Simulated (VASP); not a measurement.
Wanted: the native input for a VASP 6.6.1 run.

- Task: single point
- Functional: r2SCAN
- Dispersion: rVV10
- Potentials or basis: VASP PAW PBE potentials, release 64 (Te, Mo_sv)
- Cutoff: 520 eV
- k mesh: 9 × 9 × 2
- Occupations: fermi-dirac, width 0.05 eV
- Spin: no spin polarisation
- Dipole correction: no
- Further INCAR settings: ALGO = Normal; EDIFF = 1e-06; NBANDS = 35

Crystal: Te2Mo.

```
CELL_PARAMETERS angstrom
3.44638 0.00000 0.00000
-1.72319 2.98465 0.00000
0.00000 0.00000 13.68834
ATOMIC_POSITIONS crystal
Te 0.66667 0.33333 0.37900
Te 0.33333 0.66667 0.87900
Te 0.66667 0.33333 0.12100
Te 0.33333 0.66667 0.62100
Mo 0.66667 0.33333 0.75000
Mo 0.33333 0.66667 0.25000
```

These files were run (other wordings do the same):

POSCAR

```
Te2Mo
1.0
    3.4463798477      0.0000000000      0.0000000000
   -1.7231899238      2.9846524992      0.0000000000
    0.0000000000      0.0000000000     13.6883444487
Te Mo
4 2
Direct
    0.6666666667      0.3333333333      0.3790000000
    0.3333333333      0.6666666667      0.8790000000
    0.6666666667      0.3333333333      0.1210000000
    0.3333333333      0.6666666667      0.6210000000
    0.6666666667      0.3333333333      0.7500000000
    0.3333333333      0.6666666667      0.2500000000
```

INCAR.step1

```
SYSTEM = Te2Mo
ALGO = Normal
EDIFF = 1E-4
ENCUT = 520
GGA = PE
ISMEAR = -1
LASPH = .TRUE.
LCHARG = .FALSE.
LREAL = .FALSE.
LWAVE = .TRUE.
NBANDS = 35
NELM = 80
PREC = Accurate
SIGMA = 0.05
```

INCAR.step2

```
SYSTEM = Te2Mo
ALGO = Normal
BPARAM = 11.95
CPARAM = 0.0093
EDIFF = 1E-6
ENCUT = 520
ISIF = 2
ISMEAR = -1
ISTART = 1
IVDW_NL = 2
LASPH = .TRUE.
LCHARG = .FALSE.
LMIXTAU = .TRUE.
LREAL = .FALSE.
LUSE_VDW = .TRUE.
LWAVE = .FALSE.
METAGGA = R2SCAN
NBANDS = 35
NELM = 80
PREC = Accurate
SIGMA = 0.05
```

KPOINTS

```
k-points
0
G
  9 9 2
  0 0 0
```

Potentials or basis: VASP PAW PBE potentials, release 64 (Te, Mo_sv).

Launch:

```bash
$ cat potpaw_PBE.64/Te/POTCAR potpaw_PBE.64/Mo_sv/POTCAR > POTCAR
$ cp INCAR.step1 INCAR
$ mpirun -np 1 vasp_std > vasp.out
$ cp INCAR.step2 INCAR
$ mpirun -np 1 vasp_std > vasp.out
```

Results of the run:

```yaml
Pressure: 9.1 GPa
Largest_force: 0.955 eV/Å
Band_gap_on_the_k_mesh: 0.84 eV (least direct gap 1.23 eV)
```

Caveat: the cell stands under pressure; the PAW data sets were made with another functional, which shifts forces and pressure a little; spin-orbit coupling is left out, which moves the levels of the heavy elements.

Wall time 19 min on 1 thread of AMD EPYC 7R13, on a shared host, peak memory 0.63 GiB.
